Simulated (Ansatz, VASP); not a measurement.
## BN: VASP beside Ansatz

The input INCAR:

```
SYSTEM = BN
ALGO     = Normal         ! electronic algorithm
EDIFF    = 1E-7           ! SCF threshold, eV
ENCUT    = 520            ! plane-wave cutoff, eV
GGA      = PS             ! functional
ISIF     = 2              ! what is computed and relaxed
ISMEAR   = 0              ! smearing method
LASPH    = .TRUE.         ! aspherical terms in the spheres
LCHARG   = .FALSE.        ! write CHGCAR
LREAL    = .FALSE.        ! projectors in reciprocal space
LWAVE    = .FALSE.        ! write WAVECAR
NBANDS   = 16             ! bands
NELM     = 60             ! most SCF steps
PREC     = Accurate       ! precision mode
SIGMA    = 0.05           ! smearing width, eV
```

KPOINTS

```
k-points
0
G
  12 12 4
  0 0 0
```

Contents of POSCAR:

```
BN
1.0
    2.4798001333      0.0000000000      0.0000000000
   -1.2399000667      2.1475699117      0.0000000000
    0.0000000000      0.0000000000      7.8594785424
B N
2 2
Direct
    0.3333333333      0.6666666667      0.2500000000
    0.6666666667      0.3333333333      0.7500000000
    0.3333333333      0.6666666667      0.7500000000
    0.6666666667      0.3333333333      0.2500000000
```

Input for Ansatz:

```yaml
crystal:
  lattice:
    - [2.4798001333, 0.0, 0.0]
    - [-1.2399000667, 2.1475699117, 0.0]
    - [0.0, 0.0, 7.8594785424]
  atoms:
    - { symbol: B, position: [0.3333333333, 0.6666666667, 0.25] }
    - { symbol: B, position: [0.6666666667, 0.3333333333, 0.75] }
    - { symbol: "N", position: [0.3333333333, 0.6666666667, 0.75] }
    - { symbol: "N", position: [0.6666666667, 0.3333333333, 0.25] }
basis:
  ecutwfc: 520.0
kpoints:
  mp_grid: { grid: [12, 12, 4] }
hamiltonian:
  xc: pbesol
  pseudopotentials: { kind: paw, azcp: { folder: soft_1 } }
scf:
  occupations: { method: gaussian, width: 0.05 }
output:
  forces: true
  stress: true
  eigenvalues: true
```

Alike in both runs: task single point; functional PBEsol; k mesh 12 × 12 × 4; occupations gaussian, width 0.05 eV; no spin polarisation.

|  | VASP | Ansatz |
| --- | --- | --- |
| version | VASP 6.6.1 | Ansatz 0.2.0 |
| potentials or method | VASP PAW PBE potentials, release 64 (B, N), cutoff 520 eV | scalar-relativistic, plane waves, PAW |
| valence electrons in the cell | 16 | 16 |

Ansatz gave:

- gap on the k mesh at the Fermi level (eV): 4.41
- least direct gap on the mesh (eV): 4.70
- pressure (GPa): 6.0
- traceless stress, the component that is largest in VASP (GPa): -6.27

Task: What did VASP give for the same quantities?

Result: gap on the k mesh at the Fermi level (eV): 4.40; least direct gap on the mesh (eV): 4.69; pressure (GPa): 6.3; traceless stress, the component that is largest in VASP (GPa): -6.81.

VASP's potentials were made for PBE, not for PBEsol, and Ansatz warns of the same on its side.
